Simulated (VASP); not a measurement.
Here is a VASP 6.6.1 calculation.

The input POSCAR:

```
HfB2
1.0
    3.1400000000      0.0000000000      0.0000000000
   -1.5700000000      2.7193200000      0.0000000000
    0.0000000000      0.0000000000      3.4800000000
Hf B
1 2
Direct
    0.0000000000      0.0000000000      0.0000000000
    0.3333333333      0.6666666667      0.5000000000
    0.6666666667      0.3333333333      0.5000000000
```

Contents of INCAR.step1:

```
PREC = Accurate ; ENCUT = 520
ISMEAR = 1 ; SIGMA = 0.05
LREAL = False ; LASPH = True
NELM = 60 ; NBANDS = 15
GGA = PE ; ALGO = Normal
EDIFF = 1E-4 ; LWAVE = True
LCHARG = False
```

INCAR.step2

```
PREC = Accurate ; ENCUT = 520
EDIFF = 1E-7 ; ISMEAR = 1
SIGMA = 0.05 ; LREAL = False
LASPH = True ; NELM = 60
ALGO = Normal ; ISIF = 2
LWAVE = False ; LCHARG = True
METAGGA = R2SCAN ; LMIXTAU = True
LELF = True ; LVHAR = True
NBANDS = 15 ; ISTART = 1
```

File KPOINTS:

```
regular mesh
0
Gamma
  5 5 4
```

Potentials or basis: VASP PAW PBE potentials, release 64 (Hf_pv, B).

Launch:

```bash
$ cat potpaw_PBE.64/Hf_pv/POTCAR potpaw_PBE.64/B/POTCAR > POTCAR
$ cp INCAR.step1 INCAR
$ mpirun -np 1 vasp_std > vasp.out
$ cp INCAR.step2 INCAR
$ mpirun -np 1 vasp_std > vasp.out
```

**Question.** What does it give for the pressure?

**Answer.** -1.1 GPa.

**Question.** Predict the band gap on the k mesh.

**Answer.** Zero (band 8 reaches 8.05 eV, above the bottom of band 9 at 7.48 eV).

Stress tensor (GPa, compression positive):
```
-0.59  0.00  0.00
 0.00 -0.59  0.00
 0.00  0.00 -2.05
```

Caveat: the k points lie up to 0.46 Å⁻¹ apart; the PAW data sets were made with another functional, which shifts forces and pressure a little; spin-orbit coupling is left out, which moves the levels of the heavy elements.
